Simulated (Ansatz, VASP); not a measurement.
AlNi in VASP and in Ansatz

INCAR

```
PREC = Accurate ; ENCUT = 520
EDIFF = 1E-6 ; ISMEAR = 0
SIGMA = 0.15 ; LREAL = F
LASPH = T ; NELM = 80
ALGO = Fast ; ISIF = 2
LWAVE = F ; LCHARG = F
GGA = PS ; NBANDS = 14
```

The input KPOINTS:

```
regular mesh
0
Gamma
  16 16 16
```

POSCAR

```
AlNi
1.0
    1.9201739771     -1.9201229512      0.0000000000
    1.9201739771      1.9201229512      0.0000000000
    0.0000000000      0.0000000000      2.8688666979
Al Ni
1 1
Direct
    0.0000000000      0.0000000000      0.0000000000
    0.5000000000      0.5000000000      0.5000000000
```

Input for Ansatz:

```yaml
crystal:
  lattice:
    - [1.9201739771, -1.9201229512, 0.0]
    - [1.9201739771, 1.9201229512, 0.0]
    - [0.0, 0.0, 2.8688666979]
  atoms:
    - { symbol: Al, position: [0.0, 0.0, 0.0] }
    - { symbol: Ni, position: [0.5, 0.5, 0.5] }
basis:
  ecutwfc: 520.0
kpoints:
  mp_grid: { grid: [16, 16, 16] }
hamiltonian:
  xc: pbesol
  pseudopotentials: { kind: paw, azcp: { folder: soft_1 } }
scf:
  occupations: { method: gaussian, width: 0.15 }
output:
  forces: true
  stress: true
  eigenvalues: true
```

Alike in both runs: task single point; functional PBEsol; k mesh 16 × 16 × 16; occupations gaussian, width 0.15 eV; no spin polarisation.

|  | VASP | Ansatz |
| --- | --- | --- |
| version | VASP 6.6.1 | Ansatz 0.2.0 |
| potentials or method | VASP PAW PBE potentials, release 64 (Al, Ni), cutoff 520 eV | scalar-relativistic, plane waves, PAW |
| valence electrons in the cell | 13 | 21 |

```csv
,VASP,Ansatz,Ansatz less VASP
gap on the k mesh at the Fermi level (eV),none,none,-
pressure (GPa),22.8,22.4,-0.44
"traceless stress, the component that is largest in VASP (GPa)",-3.46,-3.37,+0.086
```

VASP's potentials were made for PBE, not for PBEsol, and Ansatz warns of the same on its side. A gap of «none» marks a metal or a gap that the smearing closes. VASP's potentials hold 13 valence electrons a cell and Ansatz's 21, so a difference there can come from the potentials and not from the codes. Ansatz's warnings: near symmetry operations not taken.
